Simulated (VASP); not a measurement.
Wanted: the native input for a VASP 6.6.1 run.

| Property | Result |
| --- | --- |
| Task | single point |
| Functional | PBE |
| Potentials or basis | VASP PAW PBE potentials, release 64 (B) |
| Cutoff | 520 eV |
| k mesh | 24 × 24 × 1 |
| Occupations | gaussian, width 0.1 eV |
| Spin | no spin polarisation |
| Dipole correction | yes |
| Further INCAR settings | ALGO = Normal; EDIFF = 1e-07; NBANDS = 10 |

The structure of B lies in POSCAR:

```
B
1.0
    2.9054457485      0.0000000000      0.0000000000
   -1.4527228743      2.5161898275      0.0000000000
    0.0000000000      0.0000000000     23.9751106000
B
2
Direct
    0.6666666667      0.3333333333      0.3128245806
    0.3333333333      0.6666666667      0.3128242538
```

One way to write it, as run:

INCAR

```
SYSTEM = B
ALGO = Normal
DIPOL = 0.5 0.5 0.313
EDIFF = 1E-7
ENCUT = 520
GGA = PE
IDIPOL = 3
ISIF = 2
ISMEAR = 0
LASPH = .True.
LCHARG = .False.
LDIPOL = .True.
LREAL = .False.
LWAVE = .False.
NBANDS = 10
NELM = 80
PREC = Accurate
SIGMA = 0.1
```

KPOINTS

```
k-points
0
Gamma
  24 24 1
  0 0 0
```

Potentials or basis: VASP PAW PBE potentials, release 64 (B).

The run is started by

```bash
$ cat potpaw_PBE.64/B/POTCAR > POTCAR
$ mpirun -np 1 vasp_std > vasp.out
```

Results of the run:

- Band gap on the k mesh: zero (band 3 reaches -2.66 eV, above the bottom of band 4 at -5.31 eV)

Wall time 100 s on 1 thread of Intel(R) Xeon(R) Platinum 8259CL CPU @ 2.50GHz (Skylake/Cascade Lake), with other jobs on the host, peak memory 0.34 GiB.
